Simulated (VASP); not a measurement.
# Hf: single point with PBEsol

Hf:

```xyz
1
Lattice="-1.8050 1.8050 1.8592 1.8050 -1.8050 1.8592 1.8050 1.8050 -1.8592" Properties=species:S:1:pos:R:3 pbc="T T T"
Hf    0.0000    0.0000    0.0000
```

This cell differs from its parent crystal: strain +0.000 along x and y, +0.030 along z.

- Program: VASP 6.6.1
- Task: single point
- Functional: PBEsol
- Potentials or basis: VASP PAW PBE potentials, release 64 (Hf_pv)
- Cutoff: 520 eV
- k mesh: 18 × 18 × 18
- Occupations: gaussian, width 0.15 eV
- Spin: no spin polarisation
- Dipole correction: no
- Further INCAR settings: ALGO = Fast; EDIFF = 1e-07; NBANDS = 11

- Pressure: -11.4 GPa
- Band gap on the k mesh: zero (band 5 reaches 5.26 eV, above the bottom of band 6 at 3.24 eV)

Stress tensor (GPa, compression positive):
```
-11.85   0.00   0.00
  0.00 -11.85   0.00
  0.00   0.00 -10.50
```

Levels at points of the mesh, in eV from the Fermi level:
```csv
k point,band 2,band 3,band 4,band 5,band 6,band 7,band 8,band 9
"(0.00, 0.00, 0.00)",-30.11,-30.11,-6.79,1.34,1.34,1.63,3.79,4.19
"(0.50, 0.00, 0.00)",-30.31,-30.10,-3.18,-0.29,0.76,3.61,4.69,6.88
"(0.50, 0.50, 0.00)",-30.32,-30.12,-3.12,-0.59,0.92,4.04,4.84,6.95
"(0.50, 0.50, 0.50)",-30.54,-30.54,-2.29,-2.22,6.12,6.18,6.21,6.21
```

It took 42 s on 1 thread of Intel(R) Xeon(R) 6975P-C (Granite Rapids), with other jobs on the host, peak memory 0.24 GiB.

Caveat: the cell differs from its parent crystal (strain +0.000 along x and y, +0.030 along z); the PAW data sets were made with another functional, which shifts forces and pressure a little; spin-orbit coupling is left out, which moves the levels of the heavy elements.
